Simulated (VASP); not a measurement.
# Al (I4_1/amd) in VASP: notebook

The runs below take Al through single point, with PBE.

Program: VASP 6.6.1. These are calculated values, not measurements. Logs are shortened: lines on timing, memory, paths and dates and some standing lists are left out, and cuts for length are marked.

### 1 The cell of the first run

The structure is tetragonal, space group I4_1/amd (No. 141). The conventional cell has a = 4.866 Å, b = 4.866 Å, c = 2.529 Å, α = 90.00°, β = 90.00°, γ = 90.00°. Al (site symmetry -4m2) has 10 Al at 2.51 to 3.09 Å within 3.3 Å.

### 2 Single point, PBE (volume scaled by 0.78)

INCAR

```
ALGO = Normal
EDIFF = 1E-7
ENCUT = 520
GGA = PE
ISIF = 2
ISMEAR = -1
LASPH = True
LCHARG = True
LELF = True
LREAL = False
LVHAR = True
LWAVE = False
NBANDS = 10
NELM = 60
PREC = Accurate
SIGMA = 0.05
```

KPOINTS

```
k-points
0
Gamma
  16 16 16
```

POSCAR

```
Al
1.0
   -2.4331081166      2.4331081166      1.2645902194
    2.4331081166     -2.4331081166      1.2645902194
    2.4331081166      2.4331081166     -1.2645902194
Al
2
Direct
   -0.3750000000     -0.1250000000     -0.2500000000
    0.3750000000      0.1250000000      0.2500000000
```

Potentials or basis: VASP PAW PBE potentials, release 64 (Al).

Command:

```
> cat potpaw_PBE.64/Al/POTCAR > POTCAR
> mpirun -np 1 vasp_std > vasp.out
```

OUTCAR:

```text
EDIFF = 1E-7
   ENCUT = 520
   GGA = PE
   ISIF = 2
   ISMEAR = -1
   LASPH = True
   LREAL = False
   NELM = 60
   PREC = Accurate

 ion  position               nearest neighbor table
   1  0.625  0.875  0.750-   2 2.51   2 2.51   2 2.51   2 2.51   2 3.09   2 3.09   2 3.09   2 3.09

   2  0.375  0.125  0.250-   1 2.51   1 2.51   1 2.51   1 2.51   1 3.09   1 3.09   1 3.09   1 3.09

  LATTYP: Found a body centered tetragonal cell.
 ALAT       =     4.8662162332
 C/A-ratio  =     0.5197427154

  Lattice vectors:

 A1 = (  -2.4331081166,   2.4331081166,   1.2645902194)
 A2 = (   2.4331081166,  -2.4331081166,   1.2645902194)
 A3 = (   2.4331081166,   2.4331081166,  -1.2645902194)

Analysis of symmetry for initial positions (statically):
=====================================================================
 Subroutine PRICEL returns:
 Original cell was already a primitive cell.

 Routine SETGRP: Setting up the symmetry group for a
 body centered tetragonal supercell.

 Subroutine GETGRP returns: Found 16 space group operations
 (whereof  4 operations were pure point group operations)
 out of a pool of 16 trial point group operations.

The static configuration has the point symmetry C_2h.
 The point group associated with its full space group is D_4h.

Analysis of symmetry for dynamics (positions and initial velocities):
=====================================================================
 Subroutine PRICEL returns:
 Original cell was already a primitive cell.

 Routine SETGRP: Setting up the symmetry group for a
 body centered tetragonal supercell.

 Subroutine GETGRP returns: Found 16 space group operations
 (whereof  4 operations were pure point group operations)
 out of a pool of 16 trial point group operations.

The dynamic configuration has the point symmetry C_2h.
 The point group associated with its full space group is D_4h.

 Subroutine INISYM returns: Found 16 space group operations
 (whereof  4 operations are pure point group operations),
 and found     1 'primitive' translations

----------------------------------------------------------------------------------------

                                     Primitive cell

  volume of cell :      29.9456

  direct lattice vectors                    reciprocal lattice vectors
    -2.433108117  2.433108117  1.264590219     0.000000000  0.205498472  0.395384997
     2.433108117 -2.433108117  1.264590219     0.205498472  0.000000000  0.395384997
[... 91 lines left out ...]
   ISIF   =      2    stress and relaxation
   ISYM   =      2    0-nonsym 1-usesym 2-fastsym
   POTIM  = 0.5000    time-step for ionic-motion
   TEBEG  =    0.0;   TEEND  =   0.0 temperature during run
   PSTRESS=    0.0 pullay stress
   NELECT =       6.0000    total number of electrons
   NUPDOWN=      -1.0000    fix difference up-down
   EMIN   =  10.00;   EMAX   =-10.00  energy-range for DOS
   EFERMI =   0.00;   METHOD = LEGACY
   ISMEAR =    -1;   SIGMA  =   0.05  broadening in eV -4-tet -1-fermi 0-gaus
   EFERMI_NEDOS =   21; number of points for ismear=-14 and -15
   IALGO  =     38    algorithm
   IMIX   =      4    mixing-type and parameters
     AMIX     =   0.40;   BMIX     =  1.00
     AMIX_MAG =   1.60;   BMIX_MAG =  1.00
  volume/ion in A,a.u.               =      14.97       101.04
  Fermi-wavevector in a.u.,A,eV,Ry     =   0.957961  1.810283 12.485914  0.917689
  Thomas-Fermi vector in A             =   2.087025
   LORBIT       =      0    0 simple, 1 ext, 2 COOP (PROOUT), +10 PAW based schemes
   GGA     = PE    functional components
   LHFCALC =     F    Hartree Fock is set to
   AEXX    =    0.0000 exact exchange contribution
   IVDW    =     0    specifies the selected vdW correction
   LEPSILON=     F    determine dielectric tensor
   LRPA    =     F    only Hartree local field effects (RPA)
 non-spin polarized calculation
  energy-cutoff  :      520.00
  volume of cell :       29.95
 maximum number of plane-waves:       820
   NGX = 13   NGY = 13   NGZ = 13

 number of electron       6.0000000 magnetization

 Free energy of the ion-electron system (eV)
  ---------------------------------------------------
  ext. energy  EPLUGINS =         0.00000000
  ---------------------------------------------------
  free energy    TOTEN  =        -6.39338744 eV

  energy without entropy =       -6.38507667  energy(sigma->0) =       -6.38923206

 E-fermi :   8.7890     XC(G=0): -10.5239

 val. band max:        8.7881663130   @ k =   0.2500   0.1875   0.0000
 cond. band min:       8.7897734283   @ k =  -0.1250  -0.1250   0.0625
 fundamental gap:      0.0016071153
 Fermi energy:         8.7890486774

 k-point     1 :       0.0000    0.0000    0.0000
  band No.  band energies     occupation
      1      -2.8142      2.00000
      2       8.2751      1.99993
      3       8.2751      1.99993
      4       9.9388      0.00000
      5      10.3237      0.00000
      6      17.8562      0.00000
      7      20.0259      0.00000
      8      20.7352      0.00000
      9      20.7352      0.00000
     10      23.9852      0.00000
[... 287 lines left out ...]
 k-point    24 :      -0.0625    0.0625    0.0000
  band No.  band energies     occupation
      1      -2.7655      2.00000
      2       7.5283      2.00000
      3       8.3173      1.99984
      4      10.1370      0.00000
      5      10.9913      0.00000
      6      17.3589      0.00000
      7      19.3507      0.00000
      8      21.2605      0.00000
      9      21.2987      0.00000
     10      23.7696      0.00000

 [... further k-points ...]

------------------------ aborting loop because EDIFF is reached ----------------------------------------

  FORCE on cell =-STRESS in cart. coord.  units (eV):
  Direction    XX          YY          ZZ          XY          YZ          ZX
  --------------------------------------------------------------------------------------
  -------------------------------------------------------------------------------------
  Total        4.7534491      4.7534491      4.7556837      0.0000000      0.0000000     -0.0000000
  in kB      254.3236851    254.3236851    254.4432402      0.0000000      0.0000000     -0.0000000
  external PRESSURE =     254.3635368 kB  Pullay stress =       0.0000000 kB

 VOLUME and BASIS-vectors are now :
 -----------------------------------------------------------------------------
  energy-cutoff  :      520.00
  volume of cell :       29.95
      direct lattice vectors                 reciprocal lattice vectors
    -2.433108117  2.433108117  1.264590219     0.000000000  0.205498472  0.395384997
     2.433108117 -2.433108117  1.264590219     0.205498472  0.000000000  0.395384997
     2.433108117  2.433108117 -1.264590219     0.205498472  0.205498472  0.000000000

 POSITION                                       TOTAL-FORCE (eV/Angst)
 -----------------------------------------------------------------------------------
      2.43311      1.21655      0.94844        -0.000000      0.000000     -0.000000
     -0.00000      1.21655      0.31615         0.000000     -0.000000      0.000000
 -----------------------------------------------------------------------------------
    total drift:                                0.000000      0.000000     -0.000000

  FREE ENERGIE OF THE ION-ELECTRON SYSTEM (eV)
  ---------------------------------------------------
  free  energy   TOTEN  =        -6.3933874375 eV

  energy  without entropy=       -6.3850766726  energy(sigma->0) =       -6.38923206
```

OSZICAR:

```text
N       E                     dE             d eps       ncg     rms          rms(c)
DAV:   1     0.115189804024E+01    0.11519E+01   -0.23294E+03  6980   0.478E+02
DAV:   2    -0.628088055783E+01   -0.74328E+01   -0.71371E+01  9280   0.554E+01
DAV:   3    -0.642819841671E+01   -0.14732E+00   -0.14529E+00  9278   0.627E+00
DAV:   4    -0.642884168379E+01   -0.64327E-03   -0.64308E-03  8762   0.441E-01
DAV:   5    -0.642884684357E+01   -0.51598E-05   -0.51595E-05  8618   0.373E-02    0.207E+00
DAV:   6    -0.640739032727E+01    0.21457E-01   -0.28093E-03  8264   0.241E-01    0.121E+00
DAV:   7    -0.639340220872E+01    0.13988E-01   -0.72039E-03  7720   0.384E-01    0.182E-01
DAV:   8    -0.639339957474E+01    0.26340E-05   -0.15953E-04  8932   0.745E-02    0.734E-02
DAV:   9    -0.639338766493E+01    0.11910E-04   -0.12573E-05  8332   0.169E-02    0.836E-03
DAV:  10    -0.639338741284E+01    0.25209E-06   -0.49363E-07  8966   0.387E-03    0.200E-03
DAV:  11    -0.639338743750E+01   -0.24660E-07   -0.82765E-09  4480   0.619E-04
   1 F= -.63933874E+01 E0= -.63892321E+01  d E =-.831076E-02
```

Run time: 39 s. Hardware: 1 thread of Intel Xeon 6975P-C (Granite Rapids), shared host; peak memory 0.21 GiB.

Results:

```
Free energy            : -6.3934 eV
Pressure               : 25.4 GPa
Band gap on the k mesh : zero (band 3 reaches 11.69 eV, above the bottom of band 4 at 3.39 eV)
```

Caveat: the cell differs from its parent crystal (volume scaled by 0.78).

### 3 Single point, PBE (volume scaled by 0.88)

INCAR

```
ALGO     = Normal         # electronic algorithm
EDIFF    = 1E-7           # SCF threshold, eV
ENCUT    = 520            # plane-wave cutoff, eV
GGA      = PE             # functional
ISIF     = 2              # what is computed and relaxed
ISMEAR   = -1             # smearing method
LASPH    = True           # aspherical terms in the spheres
LCHARG   = True           # write CHGCAR
LELF     = True           # ELF
LREAL    = False          # projectors in reciprocal space
LVHAR    = True         
LWAVE    = False          # write WAVECAR
NBANDS   = 10             # bands
NELM     = 100            # most SCF steps
PREC     = Accurate       # precision mode
SIGMA    = 0.05           # smearing width, eV
```

KPOINTS is that of step 2.

POSCAR

```
Al
1.0
   -2.5336285331      2.5336285331      1.3157543679
    2.5336285331     -2.5336285331      1.3157543679
    2.5336285331      2.5336285331     -1.3157543679
Al
2
Direct
   -0.3750000000     -0.1250000000     -0.2500000000
    0.3750000000      0.1250000000      0.2500000000
```

Potentials or basis: VASP PAW PBE potentials, release 64 (Al).

Command:

```
> cat potpaw_PBE.64/Al/POTCAR > POTCAR
> mpirun -np 1 vasp_std > vasp.out
```

Wall time 41 s (1 thread of Intel Xeon 6975P-C (Granite Rapids), shared host); peak memory 0.22 GiB.

It converged, with:

```yaml
Free_energy: -6.8057 eV
Pressure: 10.3 GPa
Band_gap_on_the_k_mesh: zero (band 3 reaches 10.15 eV, above the bottom of band 4 at 2.65 eV)
```

Levels at points of the mesh, in eV from the Fermi level:
```
           k point  band 1  band 2  band 3  band 4  band 5  band 6  band 7  band 8
(0.00, 0.00, 0.00)  -10.74   -0.46   -0.46    0.69    1.89    8.73   10.74   10.84
(0.50, 0.00, 0.00)   -4.22   -4.05    0.28    0.90    1.69    2.16    6.69    6.94
(0.50, 0.50, 0.00)   -7.90   -7.90    2.08    2.08    3.95    3.95   11.38   11.38
(0.50, 0.50, 0.50)   -5.41   -5.41   -4.82   -4.82    8.92    8.92   15.30   15.30
```

Caveat: the cell differs from its parent crystal (volume scaled by 0.88).

### 4 Single point, PBE

This run uses another cell than the first one, of 19.20 Å³/atom, 1.282 times its volume.

INCAR

```
PREC = Accurate ; ENCUT = 520
EDIFF = 1E-6 ; ISMEAR = -1
SIGMA = 0.05 ; LREAL = False
LASPH = True ; NELM = 100
ALGO = Normal ; ISIF = 2
LWAVE = False ; LCHARG = False
GGA = PE ; NBANDS = 10
```

KPOINTS

```
Automatic mesh
0
Gamma
  16 16 16
```

POSCAR

```
Al
1.0
   -2.6455853965      2.6455853965      1.3713062696
    2.6455853965     -2.6455853965      1.3713062696
    2.6455853965      2.6455853965     -1.3713062696
Al
2
Direct
   -0.3750000000     -0.1250000000     -0.2500000000
    0.3750000000      0.1250000000      0.2500000000
```

Command:

```
> cat potpaw_PBE.64/Al/POTCAR > POTCAR
> mpirun -np 1 vasp_std > vasp.out
```

Run time: 53 s. Hardware: 1 thread of Intel Xeon 6975P-C (Granite Rapids), shared host; peak memory 0.23 GiB.

It converged, with:

```yaml
Free_energy: -6.9383 eV
Pressure: 0.0 GPa
Band_gap_on_the_k_mesh: zero (band 3 reaches 8.68 eV, above the bottom of band 4 at 1.96 eV)
```

Levels at points of the mesh, in eV from the Fermi level:
```
           k point  band 1  band 2  band 3  band 4  band 5  band 6
(0.00, 0.00, 0.00)   -9.91   -0.41   -0.41    0.19    2.20    8.35
(0.50, 0.00, 0.00)   -3.86   -3.78    0.19    0.87    1.27    2.37
(0.50, 0.50, 0.00)   -7.31   -7.31    1.96    1.96    3.62    3.62
(0.50, 0.50, 0.50)   -5.19   -5.19   -4.26   -4.26    8.34    8.34
```

### 5 Single point, PBE

This run uses another cell than the first one, of 19.20 Å³/atom, 1.282 times its volume.

INCAR

```
SYSTEM = Al
PREC     = Accurate       ! precision mode
ENCUT    = 520            ! plane-wave cutoff, eV
EDIFF    = 1E-7           ! SCF threshold, eV
ISMEAR   = -1             ! smearing method
SIGMA    = 0.05           ! smearing width, eV
LREAL    = .FALSE.        ! projectors in reciprocal space
LASPH    = .TRUE.         ! aspherical terms in the spheres
NELM     = 100            ! most SCF steps
ALGO     = Normal         ! electronic algorithm
ISIF     = 2              ! what is computed and relaxed
LWAVE    = .FALSE.        ! write WAVECAR
LCHARG   = .FALSE.        ! write CHGCAR
GGA      = PE             ! functional
NBANDS   = 10             ! bands
```

KPOINTS

```
regular mesh
0
G
  16 16 16
  0 0 0
```

POSCAR is that of step 4.

Potentials or basis: VASP PAW PBE potentials, release 64 (Al).

Command:

```
> cat potpaw_PBE.64/Al/POTCAR > POTCAR
> mpirun -np 1 vasp_std > vasp.out
```

OUTCAR:

```text
SYSTEM = Al
   PREC = Accurate
   ENCUT = 520
   EDIFF = 1E-7
   ISMEAR = -1
   LREAL = .FALSE.
   LASPH = .TRUE.
   NELM = 100
   ISIF = 2
   GGA = PE

 ion  position               nearest neighbor table
   1  0.625  0.875  0.750-   2 2.73   2 2.73   2 2.73   2 2.73   2 3.35   2 3.35   2 3.35   2 3.35

   2  0.375  0.125  0.250-   1 2.73   1 2.73   1 2.73   1 2.73   1 3.35   1 3.35   1 3.35   1 3.35

  LATTYP: Found a body centered tetragonal cell.
 ALAT       =     5.2911707930
[... 505 lines left out ...]
------------------------ aborting loop because EDIFF is reached ----------------------------------------

  FORCE on cell =-STRESS in cart. coord.  units (eV):
  Direction    XX          YY          ZZ          XY          YZ          ZX
  --------------------------------------------------------------------------------------
  -------------------------------------------------------------------------------------
  Total       -0.0013557     -0.0013557     -0.0054723      0.0000000      0.0000000      0.0000000
  in kB       -0.0565777     -0.0565777     -0.2283724      0.0000000      0.0000000      0.0000000
  external PRESSURE =      -0.1138426 kB  Pullay stress =       0.0000000 kB

 VOLUME and BASIS-vectors are now :
 -----------------------------------------------------------------------------
  energy-cutoff  :      520.00
  volume of cell :       38.39
      direct lattice vectors                 reciprocal lattice vectors
    -2.645585397  2.645585397  1.371306270     0.000000000  0.188994088  0.364615849
     2.645585397 -2.645585397  1.371306270     0.188994088  0.000000000  0.364615849
     2.645585397  2.645585397 -1.371306270     0.188994088  0.188994088  0.000000000

 POSITION                                       TOTAL-FORCE (eV/Angst)
 -----------------------------------------------------------------------------------
      2.64559      1.32279      1.02848         0.000000     -0.000000      0.000000
     -0.00000      1.32279      0.34283        -0.000000      0.000000     -0.000000
 -----------------------------------------------------------------------------------
    total drift:                                0.000000     -0.000000      0.000000

  FREE ENERGIE OF THE ION-ELECTRON SYSTEM (eV)
  ---------------------------------------------------
  free  energy   TOTEN  =        -6.9383125575 eV

  energy  without entropy=       -6.9299319676  energy(sigma->0) =       -6.93412226
```

Run time: 57 s. Hardware: 1 thread of Intel Xeon 6975P-C (Granite Rapids), shared host; peak memory 0.23 GiB.

What came out:

```yaml
Free_energy: -6.9383 eV
Pressure: 0.0 GPa
Band_gap_on_the_k_mesh: zero (band 3 reaches 8.68 eV, above the bottom of band 4 at 1.96 eV)
```

Levels at points of the mesh, in eV from the Fermi level:
```tsv
k point	band 1	band 2	band 3	band 4	band 5	band 6	band 7	band 8
(0.00, 0.00, 0.00)	-9.91	-0.41	-0.41	0.19	2.20	8.35	9.73	9.73
(0.50, 0.00, 0.00)	-3.86	-3.78	0.19	0.87	1.27	2.37	6.08	6.54
(0.50, 0.50, 0.00)	-7.31	-7.31	1.96	1.96	3.62	3.62	10.76	10.76
(0.50, 0.50, 0.50)	-5.19	-5.19	-4.26	-4.26	8.34	8.34	13.60	13.60
```

### 6 Overview

| cell | gap on the mesh (eV) | pressure (GPa) |
| --- | --- | --- |
| a = 3.666 Å, angles 96.8, 96.8, 139.6°, 2 atoms | none | 25.4 |
| a = 3.817 Å, angles 96.8, 96.8, 139.7°, 2 atoms | none | 10.3 |
| a = 3.985 Å, angles 96.8, 96.8, 139.7°, 2 atoms | none | 0.0 |

Alike in all rows: task single point; level PBE; potentials or basis VASP PAW PBE potentials, release 64 (Al); no spin polarisation; k mesh 16 × 16 × 16; cutoff (eV) 520; smearing fermi-dirac 0.05 eV.

Total energies depend on the potentials used, so only differences within one code and one set of settings carry meaning.
